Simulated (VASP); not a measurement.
# WS2 (P1) in VASP: single point with PBEsol

Aim: the single point of WS2 with PBEsol.

Everything below comes from runs of VASP 6.6.1. Logs are shortened: lines on timing, memory, paths and dates and some standing lists are left out, and cuts for length are marked.

## 1. The cell of the first run

The typed cell holds 3 atoms: a = 6.625 Å, b = 6.625 Å, c = 6.625 Å, α = 27.49°, β = 27.49°, γ = 27.49°.

## 2. Single point, PBEsol

INCAR reads:

```
PREC     = Accurate       # precision mode
ENCUT    = 520            # plane-wave cutoff, eV
EDIFF    = 1E-6           # SCF threshold, eV
ISMEAR   = -5             # smearing method
SIGMA    = 0.05           # smearing width, eV
LREAL    = F              # projectors in reciprocal space
LASPH    = T              # aspherical terms in the spheres
NELM     = 80             # most SCF steps
ALGO     = Normal         # electronic algorithm
ISIF     = 2              # what is computed and relaxed
LWAVE    = F              # write WAVECAR
LCHARG   = F              # write CHGCAR
GGA      = PS             # functional
NBANDS   = 20             # bands
```

KPOINTS reads:

```
regular mesh
0
Gamma
  12 12 12
```

POSCAR reads:

```
WS2
1.0
    1.5738034025      0.9086358181      6.3704647098
   -1.5738034025      0.9086358181      6.3704647098
    0.0000000000     -1.8172716362      6.3704647098
W S
1 2
Direct
    1.0117440525      0.9954786704      0.9775364355
    0.7417552487      0.7498879398      0.7588590572
    0.5778006988      0.5859333899      0.5949045073
```

Potentials or basis: VASP PAW PBE potentials, release 64 (W_sv, S).

On the command line:

```bash
cat potpaw_PBE.64/W_sv/POTCAR potpaw_PBE.64/S/POTCAR > POTCAR
mpirun -np 1 vasp_std > vasp.out
```

OUTCAR:

```text
PREC = Accurate
   ENCUT = 520
   EDIFF = 1E-6
   ISMEAR = -5
   LREAL = F
   LASPH = T
   NELM = 80
   ISIF = 2
   GGA = PS

 ion  position               nearest neighbor table
   1  0.012  0.995  0.978-   3 2.27   3 2.32   3 2.38   2 2.43   2 2.48   2 2.54
   2  0.742  0.750  0.759-   1 2.43   1 2.48   1 2.54
   3  0.578  0.586  0.595-   1 2.27   1 2.32   1 2.38

  LATTYP: Found a trigonal (rhomboedric) cell.
 ALAT       =     6.6245978609
 COS(alpha) =     0.8871213217

  Lattice vectors:

 A1 = (   1.5738034025,   0.9086358181,   6.3704647098)
 A2 = (  -1.5738034025,   0.9086358181,   6.3704647098)
 A3 = (   0.0000000000,  -1.8172716362,   6.3704647098)

Analysis of symmetry for initial positions (statically):
=====================================================================
 Subroutine PRICEL returns:
 Original cell was already a primitive cell.

 Routine SETGRP: Setting up the symmetry group for a
 trigonal (rhombohedral) supercell.

 Subroutine GETGRP returns: Found  1 space group operations
 (whereof  1 operations were pure point group operations)
 out of a pool of 12 trial point group operations.

The static configuration has the point symmetry C_1 .

Analysis of symmetry for dynamics (positions and initial velocities):
=====================================================================
 Subroutine PRICEL returns:
 Original cell was already a primitive cell.

 Routine SETGRP: Setting up the symmetry group for a
 trigonal (rhombohedral) supercell.

 Subroutine GETGRP returns: Found  1 space group operations
 (whereof  1 operations were pure point group operations)
 out of a pool of 12 trial point group operations.

The dynamic configuration has the point symmetry C_1 .

 Subroutine INISYM returns: Found  1 space group operations
 (whereof  1 operations are pure point group operations),
 and found     1 'primitive' translations

----------------------------------------------------------------------------------------

                                     Primitive cell

  volume of cell :      54.6591

  direct lattice vectors                    reciprocal lattice vectors
     1.573803403  0.908635818  6.370464710     0.317701690  0.183425156  0.052324807
    -1.573803403  0.908635818  6.370464710    -0.317701690  0.183425156  0.052324807
     0.000000000 -1.817271636  6.370464710     0.000000000 -0.366850312  0.052324807

  length of vectors
[... 78 lines left out ...]
   ISTART =      0    job   : 0-new  1-cont  2-samecut
   ICHARG =      2    charge: 1-file 2-atom 10-const
   ISPIN  =      1    spin polarized calculation?
   LNONCOLLINEAR =      F non collinear calculations
   LSORBIT =      F    spin-orbit coupling
   LASPH  =      T    aspherical Exc in radial PAW
   ENCUT  =  520.0 eV  38.22 Ry    6.18 a.u.  12.32 12.32 12.32*2*pi/ulx,y,z
   NELM   =     80;   NELMIN=  2; NELMDL= -5     # of ELM steps
   EDIFF  = 0.1E-05   stopping-criterion for ELM
   LREAL  =      F    real-space projection
   EDIFFG = 0.1E-04   stopping-criterion for IOM
   NSW    =      0    number of steps for IOM
   IBRION =     -1    ionic relax: 0-MD 1-quasi-New 2-CG
   NFREE  =      0    steps in history (QN), initial steepest desc. (CG)
   ISIF   =      2    stress and relaxation
   ISYM   =      2    0-nonsym 1-usesym 2-fastsym
   POTIM  = 0.5000    time-step for ionic-motion
   TEBEG  =    0.0;   TEEND  =   0.0 temperature during run
   PSTRESS=    0.0 pullay stress
   NELECT =      26.0000    total number of electrons
   NUPDOWN=      -1.0000    fix difference up-down
   EMIN   =  10.00;   EMAX   =-10.00  energy-range for DOS
   EFERMI =   0.00;   METHOD = LEGACY
   ISMEAR =    -5;   SIGMA  =   0.05  broadening in eV -4-tet -1-fermi 0-gaus
   EFERMI_NEDOS =   21; number of points for ismear=-14 and -15
   IALGO  =     38    algorithm
   IMIX   =      4    mixing-type and parameters
     AMIX     =   0.40;   BMIX     =  1.00
     AMIX_MAG =   1.60;   BMIX_MAG =  1.00
  volume/ion in A,a.u.               =      18.22       122.95
  Fermi-wavevector in a.u.,A,eV,Ry     =   1.277944  2.414963 22.220219  1.633140
  Thomas-Fermi vector in A             =   2.410515
   LORBIT       =      0    0 simple, 1 ext, 2 COOP (PROOUT), +10 PAW based schemes
   GGA     = PS    functional components
   LHFCALC =     F    Hartree Fock is set to
   AEXX    =    0.0000 exact exchange contribution
   IVDW    =     0    specifies the selected vdW correction
   LEPSILON=     F    determine dielectric tensor
   LRPA    =     F    only Hartree local field effects (RPA)
 non-spin polarized calculation
 Fermi weights with tetrahedron method with Bloechl corrections
  energy-cutoff  :      520.00
  volume of cell :       54.66
 maximum number of plane-waves:      1486
 NGX is ok and might be reduce to    50
   NGX = 25   NGY = 25   NGZ = 25

 number of electron      25.9999999 magnetization

 Free energy of the ion-electron system (eV)
  ---------------------------------------------------
  ext. energy  EPLUGINS =         0.00000000
  ---------------------------------------------------
  free energy    TOTEN  =       -24.93649997 eV

  energy without entropy =      -24.93649997  energy(sigma->0) =      -24.93649997

 E-fermi :   7.1091     XC(G=0): -10.9061

 val. band max:        7.0421349407   @ k =   0.5000   0.5000   0.5000
 cond. band min:       7.8282898190   @ k =   0.0000  -0.1667   0.1667
 fundamental gap:      0.7861548782
 Fermi energy:         7.1090504910

 k-point     1 :       0.0000    0.0000    0.0000
  band No.  band energies     occupation
      1     -67.5077      2.00000
      2     -31.8017      2.00000
      3     -31.6171      2.00000
      4     -31.5920      2.00000
      5      -8.6163      2.00000
      6      -6.6475      2.00000
[... 541 lines left out ...]
     19      15.3471      0.00000
     20      16.2209      0.00000

 [... further k-points ...]
[... 5 lines left out ...]
  --------------------------------------------------------------------------------------
  -------------------------------------------------------------------------------------
  Total        1.3854903      0.1368791      0.6651353      0.3252148     -0.4633538     -0.3272434
  in kB       40.6117200      4.0122239     19.4965539      9.5327489    -13.5819026     -9.5922136
  external PRESSURE =      21.3734993 kB  Pullay stress =       0.0000000 kB

 VOLUME and BASIS-vectors are now :
 -----------------------------------------------------------------------------
  energy-cutoff  :      520.00
  volume of cell :       54.66
      direct lattice vectors                 reciprocal lattice vectors
     1.573803403  0.908635818  6.370464710     0.317701690  0.183425156  0.052324807
    -1.573803403  0.908635818  6.370464710    -0.317701690  0.183425156  0.052324807
     0.000000000 -1.817271636  6.370464710     0.000000000 -0.366850312  0.052324807

 POSITION                                       TOTAL-FORCE (eV/Angst)
 -----------------------------------------------------------------------------------
     -1.54820     -0.86125     12.64384        -0.901341     -1.575402      4.182603
     -0.01280     -0.02369     14.33675         0.309877      0.574992     -1.699872
     -0.01280     -0.02369     11.20335         0.591465      1.000410     -2.482731
 -----------------------------------------------------------------------------------
    total drift:                                0.000018      0.000035      0.000187

  FREE ENERGIE OF THE ION-ELECTRON SYSTEM (eV)
  ---------------------------------------------------
  free  energy   TOTEN  =       -24.9364999694 eV

  energy  without entropy=      -24.9364999694  energy(sigma->0) =      -24.93649997
```

OSZICAR:

```text
N       E                     dE             d eps       ncg     rms          rms(c)
DAV:   1     0.198471027859E+03    0.19847E+03   -0.13034E+04 34728   0.129E+03
DAV:   2    -0.155572098265E+02   -0.21403E+03   -0.20744E+03 40260   0.344E+02
DAV:   3    -0.260649791134E+02   -0.10508E+02   -0.10398E+02 44132   0.714E+01
DAV:   4    -0.262196912006E+02   -0.15471E+00   -0.15459E+00 42056   0.933E+00
DAV:   5    -0.262224247038E+02   -0.27335E-02   -0.27334E-02 43536   0.130E+00    0.286E+01
DAV:   6    -0.251340939344E+02    0.10883E+01   -0.57042E+00 38456   0.160E+01    0.116E+01
DAV:   7    -0.250040156783E+02    0.13008E+00   -0.16601E+00 37772   0.670E+00    0.559E+00
DAV:   8    -0.249379247328E+02    0.66091E-01   -0.37135E-01 39916   0.374E+00    0.143E+00
DAV:   9    -0.249369438541E+02    0.98088E-03   -0.17428E-02 45304   0.868E-01    0.574E-01
DAV:  10    -0.249364386897E+02    0.50516E-03   -0.38101E-03 40320   0.418E-01    0.129E-01
DAV:  11    -0.249364945856E+02   -0.55896E-04   -0.36592E-04 39424   0.121E-01    0.929E-02
DAV:  12    -0.249364911941E+02    0.33915E-05   -0.32554E-05 42308   0.403E-02    0.275E-02
DAV:  13    -0.249365000070E+02   -0.88129E-05   -0.92313E-06 38848   0.213E-02    0.697E-03
DAV:  14    -0.249364999694E+02    0.37625E-07   -0.11201E-06 28864   0.588E-03
   1 F= -.24936500E+02 E0= -.24936500E+02  d E =0.000000E+00
```

stdout:

```text
POSCAR found type information on POSCAR W S
 POSCAR found :  2 types and       3 ions
 scaLAPACK will be used
 -----------------------------------------------------------------------------
|                                                                             |
|                                                                             |
|     You enforced a specific xc type in the INCAR file but a different       |
|     I HOPE YOU KNOW WHAT YOU ARE DOING!                                     |
|                                                                             |
 -----------------------------------------------------------------------------

 LDA part: xc-table for (Slater+PW92), standard interpolation
 POSCAR, INCAR and KPOINTS ok, starting setup
 FFT: planning ... GRIDC
 FFT: planning ... GRID_SOFT
 FFT: planning ... GRID
 WAVECAR not read
 entering main loop
```

Wall time 23 min (1 thread of Intel Xeon 6975P-C (Granite Rapids), shared host); peak memory 1 GiB.

What came out:

```
Free energy            : -24.9365 eV
Pressure               : 2.1 GPa
Largest force          : 4.559 eV/Å
Band gap on the k mesh : 0.79 eV (least direct gap 1.74 eV)
```

Forces in eV/Å, atoms in the order of the input:
```
W   -0.901 -1.575  4.183
S    0.310  0.575 -1.700
S    0.591  1.000 -2.483
```

Stress tensor (GPa, compression positive):
```
 4.06  0.95 -0.96
 0.95  0.40 -1.36
-0.96 -1.36  1.95
```

Caveat: the PAW data sets were made with another functional, which shifts forces and pressure a little; spin-orbit coupling is left out, which moves the levels of the heavy elements.
